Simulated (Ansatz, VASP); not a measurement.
Two plane-wave programs on SnSe

INCAR

```
  PREC = Accurate
  ENCUT = 520
  EDIFF = 1E-7
  ISMEAR = 0
  SIGMA = 0.01
  LREAL = False
  LASPH = True
  NELM = 100
  ALGO = Normal
  ISIF = 2
  LWAVE = False
  LCHARG = False
  GGA = PS
  NBANDS = 28
```

File KPOINTS:

```
regular mesh
0
Gamma
  6 6 2
```

Contents of POSCAR:

```
SnSe
1.0
    4.2853274200      0.0000000000      0.0000000000
    0.0000000000      4.2853274200      0.0000000000
    0.0000000000      0.0000000000     10.9906921300
Sn Se
2 2
Direct
    0.5000000000      0.0000000000      0.3722291100
    0.0000000000      0.5000000000      0.6277708900
    0.5000000000      0.0000000000      0.6160394896
    0.0000000000      0.5000000000      0.3839605104
```

Input for Ansatz:

```yaml
crystal:
  lattice:
    - [4.28532742, 0.0, 0.0]
    - [0.0, 4.28532742, 0.0]
    - [0.0, 0.0, 10.99069213]
  atoms:
    - { symbol: Sn, position: [0.5, 0.0, 0.37222911001511244] }
    - { symbol: Sn, position: [0.0, 0.5, 0.6277708899848876] }
    - { symbol: Se, position: [0.5, 0.0, 0.6160394895894514] }
    - { symbol: Se, position: [0.0, 0.5, 0.3839605104105487] }
basis:
  ecutwfc: 470.0
kpoints:
  mp_grid:
    grid: [6, 6, 2]
hamiltonian:
  xc: pbesol
scf:
  occupations:
    method: fixed
output:
  eigenvalues: true
```

Alike in both runs: task single point; functional PBEsol; k mesh 6 × 6 × 2; no spin polarisation.

```csv
,VASP,Ansatz
version,VASP 6.6.1,Ansatz 0.2.0
potentials or method,"VASP PAW PBE potentials, release 64 (Sn_d, Se), cutoff 520 eV","plane waves, PAW"
occupations,"gaussian, width 0.01 eV",fixed
valence electrons in the cell,40,60
```

```csv
,VASP,Ansatz,Ansatz less VASP
gap on the k mesh at the Fermi level (eV),1.46,1.47,+0.007
```

VASP's potentials were made for PBE, not for PBEsol. VASP's potentials hold 40 valence electrons a cell and Ansatz's 60, so a difference there can come from the potentials and not from the codes.
